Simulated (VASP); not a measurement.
# Si in VASP: further runs

The runs below take Si through single point, relaxation of cell and atoms, with PBE.

Program: VASP 6.6.1. These are calculated values, not measurements. Logs are shortened: lines on timing, memory, paths and dates and some standing lists are left out, and cuts for length are marked.

### 1 The cell of the first run

The typed cell holds 1 atom: a = 2.532 Å, b = 2.532 Å, c = 2.532 Å, α = 90.00°, β = 90.00°, γ = 90.00°.

The cell was built from a structure type or drawn by symmetry, and may not be a known phase.

### 2 Single point, PBE

The input, INCAR:

```
SYSTEM = Si
ALGO = Normal ; EDIFF = 1E-7
ENCUT = 520 ; GGA = PE
ISIF = 2 ; ISMEAR = 0
LASPH = .TRUE. ; LCHARG = .FALSE.
LREAL = .FALSE. ; LWAVE = .FALSE.
NBANDS = 8 ; NELM = 100
PREC = Accurate ; SIGMA = 0.1
```

The input, KPOINTS:

```
k-points
0
G
  22 22 22
  0 0 0
```

The input, POSCAR:

```
Si
1.0
    2.5324483428      0.0000000000      0.0000000000
    0.0000000000      2.5324483428      0.0000000000
    0.0000000000      0.0000000000      2.5321348764
Si
1
Direct
    0.5000000000      0.5000000000      0.5000000000
```

Potentials or basis: VASP PAW PBE potentials, release 64 (Si).

The run is started by

```
$ cat potpaw_PBE.64/Si/POTCAR > POTCAR
$ mpirun -np 1 vasp_std > vasp.out
```

OUTCAR:

```text
SYSTEM = Si
   EDIFF = 1E-7
   ENCUT = 520
   GGA = PE
   ISIF = 2
   ISMEAR = 0
   LASPH = .TRUE.
   LREAL = .FALSE.
   NELM = 100
   PREC = Accurate

 ion  position               nearest neighbor table
   1  0.500  0.500  0.500-

  LATTYP: Found a simple tetragonal cell.
 ALAT       =     2.5324483428
 C/A-ratio  =     0.9998762200

  Lattice vectors:

 A1 = (   2.5324483428,   0.0000000000,   0.0000000000)
 A2 = (   0.0000000000,   2.5324483428,   0.0000000000)
 A3 = (   0.0000000000,   0.0000000000,   2.5321348764)

Analysis of symmetry for initial positions (statically):
=====================================================================
 Subroutine PRICEL returns:
 Original cell was already a primitive cell.

 Routine SETGRP: Setting up the symmetry group for a
 simple tetragonal supercell.

 Subroutine GETGRP returns: Found 16 space group operations
 (whereof 16 operations were pure point group operations)
 out of a pool of 16 trial point group operations.

The static configuration has the point symmetry D_4h.

Analysis of symmetry for dynamics (positions and initial velocities):
=====================================================================
 Subroutine PRICEL returns:
 Original cell was already a primitive cell.

 Routine SETGRP: Setting up the symmetry group for a
 simple tetragonal supercell.

 Subroutine GETGRP returns: Found 16 space group operations
 (whereof 16 operations were pure point group operations)
 out of a pool of 16 trial point group operations.

The dynamic configuration has the point symmetry D_4h.

 Subroutine INISYM returns: Found 16 space group operations
 (whereof 16 operations are pure point group operations),
 and found     1 'primitive' translations

----------------------------------------------------------------------------------------

                                     Primitive cell

  volume of cell :      16.2393

  direct lattice vectors                    reciprocal lattice vectors
     2.532448343  0.000000000  0.000000000     0.394874787  0.000000000  0.000000000
     0.000000000  2.532448343  0.000000000     0.000000000  0.394874787  0.000000000
     0.000000000  0.000000000  2.532134876     0.000000000  0.000000000  0.394923671

  length of vectors
     2.532448343  2.532448343  2.532134876     0.394874787  0.394874787  0.394923671

  position of ions in fractional coordinates (direct lattice)
     0.500000000  0.500000000  0.500000000
[... 77 lines left out ...]
   LREAL  =      F    real-space projection
   EDIFFG = 0.1E-05   stopping-criterion for IOM
   NSW    =      0    number of steps for IOM
   IBRION =     -1    ionic relax: 0-MD 1-quasi-New 2-CG
   NFREE  =      0    steps in history (QN), initial steepest desc. (CG)
   ISIF   =      2    stress and relaxation
   ISYM   =      2    0-nonsym 1-usesym 2-fastsym
   POTIM  = 0.5000    time-step for ionic-motion
   TEBEG  =    0.0;   TEEND  =   0.0 temperature during run
   PSTRESS=    0.0 pullay stress
   NELECT =       4.0000    total number of electrons
   NUPDOWN=      -1.0000    fix difference up-down
   EMIN   =  10.00;   EMAX   =-10.00  energy-range for DOS
   EFERMI =   0.00;   METHOD = LEGACY
   ISMEAR =     0;   SIGMA  =   0.10  broadening in eV -4-tet -1-fermi 0-gaus
   EFERMI_NEDOS =   21; number of points for ismear=-14 and -15
   IALGO  =     38    algorithm
   IMIX   =      4    mixing-type and parameters
     AMIX     =   0.40;   BMIX     =  1.00
     AMIX_MAG =   1.60;   BMIX_MAG =  1.00
  volume/ion in A,a.u.               =      16.24       109.59
  Fermi-wavevector in a.u.,A,eV,Ry     =   1.026216  1.939267 14.328560  1.053119
  Thomas-Fermi vector in A             =   2.160097
   LORBIT       =      0    0 simple, 1 ext, 2 COOP (PROOUT), +10 PAW based schemes
   GGA     = PE    functional components
   LHFCALC =     F    Hartree Fock is set to
   AEXX    =    0.0000 exact exchange contribution
   IVDW    =     0    specifies the selected vdW correction
   LEPSILON=     F    determine dielectric tensor
   LRPA    =     F    only Hartree local field effects (RPA)
 non-spin polarized calculation
 Gauss-broadening in eV      SIGMA  =   0.10
  energy-cutoff  :      520.00
  volume of cell :       16.24
 maximum number of plane-waves:       461
 NGX is ok and might be reduce to    20
   NGX =  9   NGY =  9   NGZ =  9

 number of electron       4.0000000 magnetization

 Free energy of the ion-electron system (eV)
  ---------------------------------------------------
  ext. energy  EPLUGINS =         0.00000000
  ---------------------------------------------------
  free energy    TOTEN  =        -5.07335980 eV

  energy without entropy =       -5.07113043  energy(sigma->0) =       -5.07224512

 E-fermi :   8.2757     XC(G=0): -10.6052

 val. band max:        8.2699495387   @ k =   0.3636   0.0000   0.5000
 cond. band min:       8.2831042961   @ k =   0.2273   0.0909   0.0000
 fundamental gap:      0.0131547575
 Fermi energy:         8.2757142149

 k-point     1 :       0.0000    0.0000    0.0000
  band No.  band energies     occupation
      1      -4.9366      2.00000
      2      15.6745      0.00000
      3      15.6762      0.00000
      4      15.8983      0.00000
      5      15.8983      0.00000
      6      15.9036      0.00000
      7      23.8809      0.00000
      8      32.9166      0.00000
[... 243 lines left out ...]
 k-point    24 :       0.0909    0.0909    0.0000
  band No.  band energies     occupation
      1      -4.5707      2.00000
      2      12.3535      0.00000
      3      13.4434      0.00000
      4      16.2061      0.00000
      5      17.6399      0.00000
      6      19.8599      0.00000
      7      25.0776      0.00000
      8      30.2042      0.00000

 [... further k-points ...]

------------------------ aborting loop because EDIFF is reached ----------------------------------------

  FORCE on cell =-STRESS in cart. coord.  units (eV):
  Direction    XX          YY          ZZ          XY          YZ          ZX
  --------------------------------------------------------------------------------------
  -------------------------------------------------------------------------------------
  Total       -0.0048311     -0.0048311     -0.0038740      0.0000000     -0.0000000     -0.0000000
  in kB       -0.4766411     -0.4766411     -0.3822065      0.0000000     -0.0000000     -0.0000000
  external PRESSURE =      -0.4451629 kB  Pullay stress =       0.0000000 kB

 VOLUME and BASIS-vectors are now :
 -----------------------------------------------------------------------------
  energy-cutoff  :      520.00
  volume of cell :       16.24
      direct lattice vectors                 reciprocal lattice vectors
     2.532448343  0.000000000  0.000000000     0.394874787  0.000000000  0.000000000
     0.000000000  2.532448343  0.000000000     0.000000000  0.394874787  0.000000000
     0.000000000  0.000000000  2.532134876     0.000000000  0.000000000  0.394923671

 POSITION                                       TOTAL-FORCE (eV/Angst)
 -----------------------------------------------------------------------------------
      1.26622      1.26622      1.26607         0.000000      0.000000      0.000000
 -----------------------------------------------------------------------------------
    total drift:                                0.000000     -0.000000     -0.000000

  FREE ENERGIE OF THE ION-ELECTRON SYSTEM (eV)
  ---------------------------------------------------
  free  energy   TOTEN  =        -5.0733598031 eV

  energy  without entropy=       -5.0711304303  energy(sigma->0) =       -5.07224512
```

Run time: 30 s. Hardware: 1 thread of Intel Xeon 6975P-C (Granite Rapids), shared host; peak memory 0.2 GiB.

Results:

* Free energy: -5.0734 eV
* Pressure: 0.0 GPa
* Band gap on the k mesh: zero (bands 2 and 3 overlap by 10.31 eV)

### 3 Relaxation of cell and atoms, PBE

This run uses another cell than the first one, of 16.18 Å³/atom.

The input, INCAR:

```
SYSTEM = Si
ALGO = Normal ; EDIFF = 1E-6
EDIFFG = -0.01 ; ENCUT = 600
GGA = PE ; IBRION = 2
ISIF = 3 ; ISMEAR = 0
LASPH = .True. ; LCHARG = .False.
LREAL = .False. ; LWAVE = .False.
NELM = 80 ; NSW = 100
PREC = Accurate ; SIGMA = 0.1
```

The input, KPOINTS:

```
k-points
0
Gamma
  22 22 22
  0 0 0
```

The input, POSCAR:

```
Si
1.0
    2.5753820492      0.0000000000      0.0000000000
    0.0000000000      2.5753820492      0.0000000000
    0.0000000000      0.0000000000      2.4392281035
Si
1
Direct
    0.5000000000      0.5000000000      0.5000000000
```

Potentials or basis: VASP PAW PBE potentials, release 64 (Si).

The run is started by

```
$ cat potpaw_PBE.64/Si/POTCAR > POTCAR
$ mpirun -np 1 vasp_std > vasp.out
```

Run time: 67 s. Hardware: 1 thread of Intel Xeon 6975P-C (Granite Rapids), shared host; peak memory 0.21 GiB.

Results (log left out):

```yaml
Free_energy: -5.0734 eV
Relaxed_volume: 16.23 Å³/atom
Relaxed_cell: a = 2.533 Å, b = 2.533 Å, c = 2.529 Å, α = 90.00°, β = 90.00°, γ = 90.00°
Space_group_after_relaxing_to_0.1_Å: Pm-3m (No. 221)
Energy_gained_by_relaxing: 15.8 meV/atom
Ionic_steps: 7
Pressure_after_relaxing: 0.0 GPa
Band_gap_on_the_k_mesh: zero (bands 2 and 3 overlap by 10.31 eV)
```

Stress tensor (GPa, compression positive):
```
-0.02  0.00  0.00
 0.00 -0.02  0.00
 0.00  0.00  0.09
```

The path:
| step | energy change (eV) | largest force (eV/Å) | pressure (GPa) | volume (Å³) |
| --- | --- | --- | --- | --- |
| 1 | 0.0000 | 0.0000 | 0.74 | 16.18 |
| 2 | -0.0154 | 0.0000 | -0.65 | 16.34 |
| 3 | -0.0155 | 0.0000 | -0.69 | 16.35 |
| 4 | -0.0155 | 0.0000 | -0.71 | 16.35 |
| 5 | -0.0157 | 0.0000 | 0.31 | 16.18 |
| 6 | -0.0158 | 0.0000 | 0.03 | 16.23 |
| 7 | -0.0158 | 0.0000 | 0.01 | 16.23 |

Final structure:
```yaml
crystal:
  lattice:
    - [2.53329, 0.00000, 0.00000]
    - [0.00000, 2.53329, 0.00000]
    - [0.00000, 0.00000, 2.52932]
  atoms:
    - { symbol: Si, position: [0.50000, 0.50000, 0.50000] }
```

Levels at points of the mesh, in eV from the Fermi level:
```csv
k point,band 1,band 2,band 3,band 4,band 5,band 6
"(0.00, 0.00, 0.00)",-13.22,7.39,7.41,7.60,7.60,7.67
"(0.50, 0.00, 0.00)",-8.65,-6.55,10.01,10.96,11.03,14.51
"(0.50, 0.50, 0.00)",-3.55,-2.92,-2.92,1.46,14.28,17.17
"(0.00, 0.00, 0.50)",-8.62,-6.55,10.02,10.98,10.98,14.50
"(0.50, 0.00, 0.50)",-3.52,-2.92,-2.90,1.47,14.23,17.11
"(0.50, 0.50, 0.50)",0.49,0.51,0.51,3.47,5.09,5.09
```
